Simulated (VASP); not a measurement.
Set up this calculation in VASP 6.6.1, as the native input.

```yaml
Task: single point
Functional: revPBE
Dispersion: D4
Potentials_or_basis: VASP PAW PBE potentials, release 64 (Zn, S)
Cutoff: 520 eV
k_mesh: 8 × 8 × 3
Occupations: fermi-dirac, width 0.05 eV
Spin: no spin polarisation
Dipole_correction: no
Further_INCAR_settings: ALGO = Normal; EDIFF = 1e-07; NBANDS = 46
```

The structure of ZnS lies in POSCAR:

```
ZnS
1.0
    3.8480166318      0.0000000000      0.0000000000
   -1.9240083159      3.3324801573      0.0000000000
    0.0000000000      0.0000000000     12.6029163237
Zn S
4 4
Direct
    0.6666666667      0.3333333333      0.7500000000
    0.3333333333      0.6666666667      0.2500000000
    0.0000000000      0.0000000000      0.5000000000
    0.0000000000      0.0000000000      0.0000000000
    0.6666666667      0.3333333333      0.9375000000
    0.3333333333      0.6666666667      0.4375000000
    0.0000000000      0.0000000000      0.6875000000
    0.0000000000      0.0000000000      0.1875000000
```

These files were run (other wordings do the same):

INCAR

```
SYSTEM = ZnS
  ALGO = Normal
  EDIFF = 1E-7
  ENCUT = 520
  GGA = RE
  ISIF = 2
  ISMEAR = -1
  IVDW = 13
  LASPH = .True.
  LCHARG = .True.
  LELF = .True.
  LREAL = .False.
  LVHAR = .True.
  LWAVE = .False.
  NBANDS = 46
  NELM = 60
  PREC = Accurate
  SIGMA = 0.05
```

KPOINTS

```
k-points
0
Gamma
  8 8 3
  0 0 0
```

Potentials or basis: VASP PAW PBE potentials, release 64 (Zn, S).

Run with:

```console
$ cat potpaw_PBE.64/Zn/POTCAR potpaw_PBE.64/S/POTCAR > POTCAR
$ mpirun -np 1 vasp_std > vasp.out
```

It gave:

| Quantity | Value |
| --- | --- |
| Pressure | -3.3 GPa |
| Largest force | 0.040 eV/Å |
| Band gap on the k mesh | 2.17 eV |
| Dispersion energy per atom | -0.539 eV |

Caveat: the cell stands under tension; the PAW data sets were made with another functional, which shifts forces and pressure a little; an odd mesh through Γ misses points on the zone boundary, where band edges can lie.

Run time: 2.1 min on 1 thread of AMD EPYC 9R45 96-Core Processor (Zen 5), on a shared host, peak memory 0.3 GiB.
